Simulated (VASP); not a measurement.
# Ni2Sn2Au (I4/mmm) in VASP: single point with PBE

Aim: the single point of Ni2Sn2Au with PBE.

All numbers are computed with VASP 6.6.1; they aren't measurements. Logs are shortened: lines on timing, memory, paths and dates and some standing lists are left out, and cuts for length are marked.

## 1. The cell of the first run

It takes space group I4/mmm (No. 139, tetragonal). The conventional cell has a = 4.234 Å, b = 4.234 Å, c = 9.715 Å, α = 90.00°, β = 90.00°, γ = 90.00°. Within 3.3 Å of Sn (site symmetry 4mm) lie 1 Sn at 2.33 Å and 4 Ni at 2.47 Å and 4 Au at 3.21 Å. Within 4.3 Å of Au (site symmetry 4/mmm) lie 10 Sn at 3.21 to 3.69 Å and 8 Ni at 3.22 Å and 4 Au at 4.23 Å. Ni (site symmetry -4m2) has 4 Sn at 2.47 Å and 4 Ni at 2.99 Å and 4 Au at 3.22 Å within 3.3 Å.

## 2. Single point, PBE

File INCAR:

```
ALGO = Normal ; EDIFF = 1E-6
ENCUT = 520 ; GGA = PE
ISIF = 2 ; ISMEAR = -1
LASPH = T ; LCHARG = F
LREAL = F ; LWAVE = F
NBANDS = 38 ; NELM = 60
PREC = Accurate ; SIGMA = 0.0264
```

File KPOINTS:

```
k-points
0
Gamma
  9 9 9
```

File POSCAR:

```
Ni2Sn2Au
1.0
    0.0000000000      4.2343980000      0.0000000000
    4.2343980000      0.0000000000      0.0000000000
    2.1171990000      2.1171990000     -4.8574140000
Sn Au Ni
2 1 2
Direct
    0.3800000000      0.3800000000      0.2400000000
    0.6200000000      0.6200000000      0.7600000000
    0.0000000000      0.0000000000      0.0000000000
    0.7500000000      0.2500000000      0.5000000000
    0.2500000000      0.7500000000      0.5000000000
```

Potentials or basis: VASP PAW PBE potentials, release 64 (Sn_d, Au, Ni).

Launch:

```console
$ cat potpaw_PBE.64/Sn_d/POTCAR potpaw_PBE.64/Au/POTCAR potpaw_PBE.64/Ni/POTCAR > POTCAR
$ mpirun -np 1 vasp_std > vasp.out
```

OUTCAR:

```text
EDIFF = 1E-6
   ENCUT = 520
   GGA = PE
   ISIF = 2
   ISMEAR = -1
   LASPH = T
   LREAL = F
   NELM = 60
   PREC = Accurate

 ion  position               nearest neighbor table
   1  0.380  0.380  0.240-   2 2.33   4 2.47   5 2.47   5 2.47   4 2.47   3 3.21   3 3.21   3 3.21
                             3 3.21
   2  0.620  0.620  0.760-   1 2.33   4 2.47   5 2.47   4 2.47   5 2.47   3 3.21   3 3.21   3 3.21
                             3 3.21
   3  0.000  0.000  0.000-   2 3.21   1 3.21   2 3.21   1 3.21   1 3.21   2 3.21   2 3.21   1 3.21
                             5 3.22   4 3.22   5 3.22   4 3.22   4 3.22   5 3.22   5 3.22   4 3.22
   4  0.750  0.250  0.500-   1 2.47   2 2.47   1 2.47   2 2.47   5 2.99   5 2.99   5 2.99   5 2.99
                             3 3.22   3 3.22   3 3.22   3 3.22
   5  0.250  0.750  0.500-   1 2.47   2 2.47   1 2.47   2 2.47   4 2.99   4 2.99   4 2.99   4 2.99
                             3 3.22   3 3.22   3 3.22   3 3.22

  LATTYP: Found a body centered tetragonal cell.
 ALAT       =     4.2343980000
 C/A-ratio  =     2.2942642614

  Lattice vectors:

 A1 = (  -2.1171990000,   2.1171990000,   4.8574140000)
 A2 = (   2.1171990000,  -2.1171990000,   4.8574140000)
 A3 = (   2.1171990000,   2.1171990000,  -4.8574140000)

Analysis of symmetry for initial positions (statically):
=====================================================================
 Subroutine PRICEL returns:
 Original cell was already a primitive cell.

 Routine SETGRP: Setting up the symmetry group for a
 body centered tetragonal supercell.

 Subroutine GETGRP returns: Found 16 space group operations
 (whereof 16 operations were pure point group operations)
 out of a pool of 16 trial point group operations.

The static configuration has the point symmetry D_4h.

Analysis of symmetry for dynamics (positions and initial velocities):
=====================================================================
 Subroutine PRICEL returns:
 Original cell was already a primitive cell.

 Routine SETGRP: Setting up the symmetry group for a
 body centered tetragonal supercell.

 Subroutine GETGRP returns: Found 16 space group operations
 (whereof 16 operations were pure point group operations)
 out of a pool of 16 trial point group operations.

The dynamic configuration has the point symmetry D_4h.

 Subroutine INISYM returns: Found 16 space group operations
 (whereof 16 operations are pure point group operations),
 and found     1 'primitive' translations
[... 95 lines left out ...]
   ISPIN  =      1    spin polarized calculation?
   LNONCOLLINEAR =      F non collinear calculations
   LSORBIT =      F    spin-orbit coupling
   LASPH  =      T    aspherical Exc in radial PAW
   ENCUT  =  520.0 eV  38.22 Ry    6.18 a.u.   7.87  7.87 10.61*2*pi/ulx,y,z
   NELM   =     60;   NELMIN=  2; NELMDL= -5     # of ELM steps
   EDIFF  = 0.1E-05   stopping-criterion for ELM
   LREAL  =      F    real-space projection
   EDIFFG = 0.1E-04   stopping-criterion for IOM
   NSW    =      0    number of steps for IOM
   IBRION =     -1    ionic relax: 0-MD 1-quasi-New 2-CG
   NFREE  =      0    steps in history (QN), initial steepest desc. (CG)
   ISIF   =      2    stress and relaxation
   ISYM   =      2    0-nonsym 1-usesym 2-fastsym
   POTIM  = 0.5000    time-step for ionic-motion
   TEBEG  =    0.0;   TEEND  =   0.0 temperature during run
   PSTRESS=    0.0 pullay stress
   NELECT =      59.0000    total number of electrons
   NUPDOWN=      -1.0000    fix difference up-down
   EMIN   =  10.00;   EMAX   =-10.00  energy-range for DOS
   EFERMI =   0.00;   METHOD = LEGACY
   ISMEAR =    -1;   SIGMA  =   0.03  broadening in eV -4-tet -1-fermi 0-gaus
   EFERMI_NEDOS =   21; number of points for ismear=-14 and -15
   IALGO  =     38    algorithm
   IMIX   =      4    mixing-type and parameters
     AMIX     =   0.40;   BMIX     =  1.00
     AMIX_MAG =   1.60;   BMIX_MAG =  1.00
  volume/ion in A,a.u.               =      17.42       117.55
  Fermi-wavevector in a.u.,A,eV,Ry     =   1.437792  2.717033 28.126580  2.067245
  Thomas-Fermi vector in A             =   2.556830
   LORBIT       =      0    0 simple, 1 ext, 2 COOP (PROOUT), +10 PAW based schemes
   GGA     = PE    functional components
[... 5 lines left out ...]
 non-spin polarized calculation
  energy-cutoff  :      520.00
  volume of cell :       87.09
 maximum number of plane-waves:      2360
   NGX = 15   NGY = 15   NGZ = 21

 number of electron      59.0000013 magnetization

 Free energy of the ion-electron system (eV)
  ---------------------------------------------------
  ext. energy  EPLUGINS =         0.00000000
  ---------------------------------------------------
  free energy    TOTEN  =       -19.45824218 eV

  energy without entropy =      -19.44954218  energy(sigma->0) =      -19.45389218

 E-fermi :   9.3260     XC(G=0): -11.7825

 val. band max:        9.3165955535   @ k =  -0.2222   0.2222   0.0000
 cond. band min:       9.3282320580   @ k =  -0.2222   0.0000   0.2222
 fundamental gap:      0.0116365045
 Fermi energy:         9.3259815324

 k-point     1 :       0.0000    0.0000    0.0000
  band No.  band energies     occupation
      1     -13.0477      2.00000
      2     -12.5380      2.00000
      3     -12.5380      2.00000
      4     -12.2388      2.00000
      5     -12.1848      2.00000
      6     -12.1688      2.00000
[... 973 lines left out ...]
     37      18.6934      0.00000
     38      19.4262      0.00000

 [... further k-points ...]

------------------------ aborting loop because EDIFF is reached ----------------------------------------

  FORCE on cell =-STRESS in cart. coord.  units (eV):
  Direction    XX          YY          ZZ          XY          YZ          ZX
  --------------------------------------------------------------------------------------
  -------------------------------------------------------------------------------------
  Total        3.1975573      3.1975573     18.5406641      0.0000000     -0.0000000      0.0000000
  in kB       58.8220897     58.8220897    341.0730433      0.0000000     -0.0000000      0.0000000
  external PRESSURE =     152.9057409 kB  Pullay stress =       0.0000000 kB

 VOLUME and BASIS-vectors are now :
 -----------------------------------------------------------------------------
  energy-cutoff  :      520.00
  volume of cell :       87.09
      direct lattice vectors                 reciprocal lattice vectors
     0.000000000  4.234398000  0.000000000     0.000000000  0.236161079  0.102935430
     4.234398000  0.000000000  0.000000000     0.236161079  0.000000000  0.102935430
     2.117199000  2.117199000 -4.857414000     0.000000000  0.000000000 -0.205870861

 POSITION                                       TOTAL-FORCE (eV/Angst)
 -----------------------------------------------------------------------------------
      2.11720      2.11720     -1.16578         0.000000      0.000000     -5.216838
      4.23440      4.23440     -3.69163        -0.000000     -0.000000      5.216838
      0.00000      0.00000      0.00000        -0.000000     -0.000000     -0.000000
      2.11720      4.23440     -2.42871        -0.000000     -0.000000     -0.000000
      4.23440      2.11720     -2.42871         0.000000      0.000000      0.000000
 -----------------------------------------------------------------------------------
    total drift:                                0.000000     -0.000000      0.000000

  FREE ENERGIE OF THE ION-ELECTRON SYSTEM (eV)
  ---------------------------------------------------
  free  energy   TOTEN  =       -19.4582421792 eV

  energy  without entropy=      -19.4495421840  energy(sigma->0) =      -19.45389218
```

Run time: 2.9 min. Hardware: 1 thread of Intel Xeon Platinum 8488C (Sapphire Rapids), shared host; peak memory 0.37 GiB.

Results:

```yaml
Free_energy: -19.4582 eV
Pressure: 15.3 GPa
Largest_force: 5.217 eV/Å
Band_gap_on_the_k_mesh: zero (an odd number of electrons rules out a gap without spin polarisation)
```

Forces on the atoms (eV/Å):
```
Sn   0.000  0.000 -5.217
Sn   0.000  0.000  5.217
Au   0.000  0.000  0.000
Ni   0.000  0.000  0.000
Ni   0.000  0.000  0.000
```

Stress tensor (GPa, compression positive):
```
 5.88  0.00  0.00
 0.00  5.88  0.00
 0.00  0.00 34.11
```

Caveat: the cell stands under pressure; spin-orbit coupling is left out, which moves the levels of the heavy elements; forces of over 1 eV/Å act on the atoms, so gaps and moduli don't describe the material at rest. Spin polarisation is off, so any magnetic state and its effect on volume and gap are missing.
